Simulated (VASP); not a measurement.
The system is Zn5S.

```
Zn S
1.0
     5.48632    0.00000    0.00000
     0.00000    5.48632    0.00000
     0.00000    0.00000    9.24658
Zn S
5 1
Direct
  0.50000 0.50000 0.74687
  0.50000 0.50000 0.25313
  0.00000 0.50000 0.50000
  0.50000 0.00000 0.50000
  0.50000 0.50000 0.00000
  0.50000 0.50000 0.50000
```

The cell was generated, and may not be a known phase.

| Item | Value |
| --- | --- |
| Program | VASP 6.6.1 |
| Task | relaxation of cell and atoms |
| Functional | PBE |
| Potentials or basis | VASP PAW PBE potentials, release 64 (Zn, S) |
| Cutoff | 600 eV |
| k mesh | 8 × 8 × 4 |
| Occupations | gaussian, width 0.1 eV |
| Spin | no spin polarisation |

At the start: pressure 0.1 GPa; volume 46.39 Å³/atom.

How do energy, volume and symmetry change on relaxing?

Over 32 steps the energy falls by 112.7 meV/atom and the volume is 94.79 Å³/atom (+104.4 %); space group P4/mmm (No. 123, to 0.1 Å) before and after.

The path:
| step | energy change (eV) | largest force (eV/Å) | pressure (GPa) | volume (Å³) |
| --- | --- | --- | --- | --- |
| 1 | 0.0000 | 0.0266 | 0.15 | 278.32 |
| 2 | -0.0013 | 0.0188 | 0.08 | 280.05 |
| 3 | -0.0018 | 0.0102 | 0.01 | 282.22 |
| 4 | -0.0027 | 0.0112 | 0.01 | 283.06 |
| 5 | -0.0053 | 0.0144 | 0.01 | 285.58 |
| 6 | -0.0118 | 0.0223 | 0.02 | 290.66 |
| 7 | -0.0295 | 0.0393 | 0.04 | 300.94 |
| 8 | -0.0850 | 0.0688 | 0.08 | 322.02 |
| 9 | -0.2701 | 0.1331 | 0.19 | 366.25 |
| 10 | -0.5702 | 0.7471 | 0.01 | 462.96 |
| 11 | -0.5707 | 0.9365 | 0.03 | 478.57 |
| 12 | -0.5718 | 0.9457 | 0.03 | 480.43 |
| 13 | -0.5747 | 0.9730 | 0.03 | 486.05 |
| 14 | -0.5790 | 1.0282 | 0.03 | 497.36 |
| 15 | -0.5811 | 1.1417 | 0.04 | 520.35 |
| 16 | -0.5884 | 1.0920 | 0.03 | 522.94 |
| 17 | -0.6081 | 0.9452 | 0.00 | 530.73 |
| 18 | -0.6392 | 0.6536 | -0.05 | 546.48 |
| 19 | -0.6683 | 0.0911 | -0.14 | 578.62 |
| 20 | -0.6685 | 0.0363 | -0.15 | 581.83 |
| 21 | -0.6728 | 0.0417 | -0.09 | 580.98 |
| 22 | -0.6746 | 0.0460 | -0.03 | 580.11 |
| 23 | -0.6746 | 0.0464 | -0.03 | 580.00 |
| 24 | -0.6748 | 0.0309 | -0.03 | 579.50 |
| 25 | -0.6751 | 0.0158 | -0.03 | 577.99 |
| 26 | -0.6749 | 0.1086 | -0.03 | 574.99 |
| 27 | -0.6752 | 0.0468 | -0.03 | 576.99 |
| 28 | -0.6753 | 0.0407 | -0.02 | 575.89 |
| 29 | -0.6756 | 0.0265 | 0.00 | 573.35 |
| 30 | -0.6756 | 0.0204 | 0.01 | 572.27 |
| 31 | -0.6757 | 0.0147 | 0.01 | 571.39 |
| 32 | -0.6760 | 0.0021 | 0.00 | 568.77 |

Final structure:
```
Zn S
1.0
     7.91523    0.00000    0.00000
     0.00000    7.91523    0.00000
     0.00000    0.00000    9.07834
Zn S
5 1
Direct
  0.50000 0.50000 0.73735
  0.50000 0.50000 0.26265
  0.00000 0.50000 0.50000
  0.50000 0.00000 0.50000
  0.50000 0.50000 0.00000
  0.50000 0.50000 0.50000
```

Caveat: the volume moved by over 15 % at a fixed basis, so the end points are rough.
